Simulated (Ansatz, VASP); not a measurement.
## SiO2 in VASP and in Ansatz

POSCAR

```
SiO2
1.0
    4.9791963789      0.0000000000      0.0000000000
    0.0000000000      4.9791963789      0.0000000000
    0.0000000000      0.0000000000      6.9149501424
Si O
4 8
Direct
    0.6975454648      0.6975454648      0.5000000000
    0.8024545352      0.1975454648      0.7500000000
    0.1975454648      0.8024545352      0.2500000000
    0.3024545352      0.3024545352      0.0000000000
    0.8907366699      0.7618304501      0.3185486099
    0.1092633301      0.2381695499      0.8185486099
    0.7618304501      0.8907366699      0.6814513901
    0.2618304501      0.6092633301      0.0685486099
    0.2381695499      0.1092633301      0.1814513901
    0.3907366699      0.7381695499      0.4314513901
    0.6092633301      0.2618304501      0.9314513901
    0.7381695499      0.3907366699      0.5685486099
```

The input INCAR.step1:

```
SYSTEM = SiO2
  PREC = Accurate
  ENCUT = 520
  ISMEAR = 0
  SIGMA = 0.01
  LREAL = .False.
  LASPH = .True.
  NELM = 60
  NBANDS = 44
  GGA = PE
  ALGO = Normal
  EDIFF = 1E-4
  LWAVE = .True.
  LCHARG = .False.
```

INCAR.step2

```
SYSTEM = SiO2
  PREC = Accurate
  ENCUT = 520
  EDIFF = 1E-6
  ISMEAR = 0
  SIGMA = 0.01
  LREAL = .False.
  LASPH = .True.
  NELM = 60
  ALGO = Normal
  ISIF = 2
  LWAVE = .False.
  LCHARG = .False.
  METAGGA = R2SCAN
  LMIXTAU = .True.
  NBANDS = 44
  ISTART = 1
```

KPOINTS

```
Automatic mesh
0
Gamma
  6 6 4
  0 0 0
```

Input for Ansatz:

```yaml
crystal:
  lattice:
    - [4.9791963789, 0.0, 0.0]
    - [0.0, 4.9791963789, 0.0]
    - [0.0, 0.0, 6.9149501424]
  atoms:
    - { symbol: Si, position: [0.6975454648, 0.6975454648, 0.5] }
    - { symbol: Si, position: [0.8024545352, 0.1975454648, 0.75] }
    - { symbol: Si, position: [0.1975454648, 0.8024545352, 0.25] }
    - { symbol: Si, position: [0.3024545352, 0.3024545352, 0.0] }
    - { symbol: O, position: [0.8907366699, 0.7618304501, 0.3185486099] }
    - { symbol: O, position: [0.1092633301, 0.2381695499, 0.8185486099] }
    - { symbol: O, position: [0.7618304501, 0.8907366699, 0.6814513901] }
    - { symbol: O, position: [0.2618304501, 0.6092633301, 0.0685486099] }
    - { symbol: O, position: [0.2381695499, 0.1092633301, 0.1814513901] }
    - { symbol: O, position: [0.3907366699, 0.7381695499, 0.4314513901] }
    - { symbol: O, position: [0.6092633301, 0.2618304501, 0.9314513901] }
    - { symbol: O, position: [0.7381695499, 0.3907366699, 0.5685486099] }
kpoints:
  mp_grid: { grid: [6, 6, 4] }
  band_path:
    path:
      - [0.0, 0.0, 0.0]
      - [0.0, 0.5, 0.0]
      - [0.5, 0.5, 0.0]
      - [0.0, 0.0, 0.5]
      - [0.0, 0.5, 0.5]
      - [0.5, 0.5, 0.5]
    npoints: 1
hamiltonian:
  xc: r2scan
scf:
  occupations: { method: fixed }
  n_extra_bands: 7
output:
  forces: true
  stress: true
  eigenvalues: true
```

Alike in both runs: task single point; functional r2SCAN; k mesh 6 × 6 × 4; no spin polarisation.

|  | VASP | Ansatz |
| --- | --- | --- |
| version | VASP 6.6.1 | Ansatz 0.2.0 |
| potentials or method | VASP PAW PBE potentials, release 64 (Si, O) | plane waves, PAW |
| plane-wave cutoff (eV) | 520 | 500 |
| occupations | gaussian, width 0.01 eV | fixed |
| valence electrons in the cell | 64 | 64 |

```csv
,VASP,Ansatz,Ansatz less VASP
gap on the k mesh at the Fermi level (eV),6.35,6.35,-0.001
pressure (GPa),0.2,0.0,-0.20
rms of the force components (eV/Å),0.009,0.001,-0.0081
```

VASP's potentials were made for PBE, not for r2SCAN. Atom by atom the forces differ by 0.009 eV/Å (rms over components).
